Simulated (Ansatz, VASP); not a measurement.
# Two plane-wave programs on BN

```
B N
1.0
     0.00000    1.80483    1.73263
     1.80483    0.00000    1.73263
     1.80483    1.80483    0.00000
B N
1 1
Direct
  0.00000 0.00000 0.00000
  0.25000 0.25000 0.25000
```

Change from the starting cell: uniaxial_z strain -4.0%.

Alike in both runs: task single point; functional HSE06; k mesh 8 × 8 × 8; no spin polarisation.

```csv
,VASP,Ansatz
version,VASP 6.6.1,Ansatz 0.2.0
potentials or method,"VASP PAW PBE potentials, release 64 (B, N)","plane waves, PAW"
plane-wave cutoff (eV),520,420
occupations,"gaussian, width 0.01 eV",fixed
valence electrons in the cell,8,8
```

|  | VASP | Ansatz | Ansatz less VASP |
| --- | --- | --- | --- |
| gap on the k mesh at the Fermi level (eV) | 5.08 | 5.09 | +0.015 |
| pressure (GPa) | 13.2 | 12.6 | -0.63 |
| traceless stress, the component that is largest in VASP (GPa) | 17.23 | 17.24 | +0.011 |

Ansatz's warnings: stress exchange threshold loose, stress scf threshold loose.
